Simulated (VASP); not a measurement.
Wanted: the native input for a VASP 6.6.1 run.

| Quantity | Value |
| --- | --- |
| Task | relaxation of cell and atoms |
| Functional | PBE |
| Potentials or basis | VASP PAW PBE potentials, release 64 (Sb, Te, O) |
| Cutoff | 600 eV |
| k mesh | 6 × 6 × 2 |
| Occupations | gaussian, width 0.1 eV |
| Spin | no spin polarisation |
| Dipole correction | no |
| Further INCAR settings | ALGO = Normal; EDIFF = 1e-07; IBRION = 2; EDIFFG = -0.04; NSW = 90; ISIF = 3 |

The structure of SbTe2O lies in POSCAR:

```
SbTe2O
1.0
    3.3990142000      0.0000000000      0.0000000000
    0.0000000000      3.3990142000      0.0000000000
    0.0000000000      0.0000000000      9.2392812400
Sb Te O
1 2 1
Direct
    0.0000000000      0.0000000000      0.5000000000
    0.5000000000      0.5000000000      0.2459090100
    0.5000000000      0.5000000000      0.7540909900
    0.0000000000      0.0000000000      0.0000000000
```

The cell was generated, and may not be a known phase.

These files were run (other wordings do the same):

INCAR

```
PREC = Accurate ; ENCUT = 600
EDIFF = 1E-7 ; ISMEAR = 0
SIGMA = 0.1 ; LREAL = False
LASPH = True ; NELM = 80
ALGO = Normal ; ISIF = 3
LWAVE = False ; LCHARG = False
GGA = PE ; IBRION = 2
NSW = 90 ; EDIFFG = -0.04
```

KPOINTS

```
Automatic mesh
0
Gamma
  6 6 2
```

Potentials or basis: VASP PAW PBE potentials, release 64 (Sb, Te, O).

Launch:

```bash
$ cat potpaw_PBE.64/Sb/POTCAR potpaw_PBE.64/Te/POTCAR potpaw_PBE.64/O/POTCAR > POTCAR
$ mpirun -np 1 vasp_std > vasp.out
```

Results of the run:

* Relaxed volume: 21.86 Å³/atom
* Relaxed cell: a = 3.230 Å, b = 3.230 Å, c = 8.383 Å, α = 90.00°, β = 90.00°, γ = 90.00°
* Space group after relaxing (to 0.1 Å): P4/mmm (No. 123)
* Energy gained by relaxing: 425.3 meV/atom
* Ionic steps: 18
* Pressure after relaxing: 0.0 GPa
* Largest force after relaxing: 0.024 eV/Å

Caveat: the volume moved by over 15 % at a fixed basis, so the end points are rough; the highest band is partly filled, so the run has too few bands.

Run time: 6.3 min on 1 thread of Intel(R) Xeon(R) 6975P-C (Granite Rapids) (shared host), peak memory 0.28 GiB.
